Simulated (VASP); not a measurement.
Here is a VASP 6.6.1 calculation.

INCAR

```
  PREC = Accurate
  ENCUT = 520
  EDIFF = 1E-6
  ISMEAR = 0
  SIGMA = 0.1
  LREAL = False
  LASPH = True
  NELM = 80
  ALGO = Fast
  ISIF = 2
  LWAVE = False
  LCHARG = False
  GGA = PS
  NBANDS = 16
```

Contents of KPOINTS:

```
regular mesh
0
Gamma
  10 10 6
```

Contents of POSCAR:

```
Cs
1.0
    2.6750435302     -4.6731454725      0.0000000000
    2.6750435302      4.6731454725      0.0000000000
    0.0000000000      0.0000000000      8.6644312787
Cs
2
Direct
    0.8349258781      0.1650741219      0.7500000000
    0.1650741219      0.8349258781      0.2500000000
```

Potentials or basis: VASP PAW PBE potentials, release 64 (Cs_sv).

Command:

```console
$ cat potpaw_PBE.64/Cs_sv/POTCAR > POTCAR
$ mpirun -np 1 vasp_std > vasp.out
```

**Question.** Estimate the band gap on the k mesh.

**Answer.** Zero (bands 9 and 10 overlap by 1.68 eV).

**Question.** Predict the pressure.

**Answer.** 0.0 GPa.

Caveat: the PAW data sets were made with another functional, which shifts forces and pressure a little; spin-orbit coupling is left out, which moves the levels of the heavy elements.
